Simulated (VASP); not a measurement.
A run of VASP 6.6.1:

File POSCAR:

```
PbS
1.0
    0.0000000000      3.3008065408      3.3008065408
    3.3008065408      0.0000000000      3.3008065408
    3.3008065408      3.3008065408      0.0000000000
Pb S
1 1
Direct
    0.0000000000      0.0000000000      0.0000000000
    0.2500000000      0.2500000000      0.2500000000
```

INCAR.step1

```
SYSTEM = PbS
  PREC = Accurate
  ENCUT = 520
  ISMEAR = 1
  SIGMA = 0.15
  LREAL = .False.
  LASPH = .True.
  NELM = 100
  NBANDS = 17
  GGA = PE
  ALGO = Normal
  EDIFF = 1E-4
  LWAVE = .True.
  LCHARG = .False.
```

File INCAR.step2:

```
SYSTEM = PbS
  PREC = Accurate
  ENCUT = 520
  EDIFF = 1E-7
  ISMEAR = 1
  SIGMA = 0.15
  LREAL = .False.
  LASPH = .True.
  NELM = 100
  ALGO = Normal
  ISIF = 2
  LWAVE = .False.
  LCHARG = .False.
  METAGGA = R2SCAN
  LMIXTAU = .True.
  NBANDS = 17
  ISTART = 1
```

File KPOINTS:

```
Automatic mesh
0
Gamma
  6 6 6
  0 0 0
```

Potentials or basis: VASP PAW PBE potentials, release 64 (Pb_d, S).

Run with:

```bash
$ cat potpaw_PBE.64/Pb_d/POTCAR potpaw_PBE.64/S/POTCAR > POTCAR
$ cp INCAR.step1 INCAR
$ mpirun -np 1 vasp_std > vasp.out
$ cp INCAR.step2 INCAR
$ mpirun -np 1 vasp_std > vasp.out
```

Hardware: 1 thread of Intel(R) Xeon(R) Platinum 8375C CPU @ 2.90GHz (Ice Lake), on a shared host.

How long does it take, and how much memory?

It took 120 s on 1 thread of Intel(R) Xeon(R) Platinum 8375C CPU @ 2.90GHz (Ice Lake), with other jobs on the host, peak memory 0.21 GiB. Counts: k points 16.
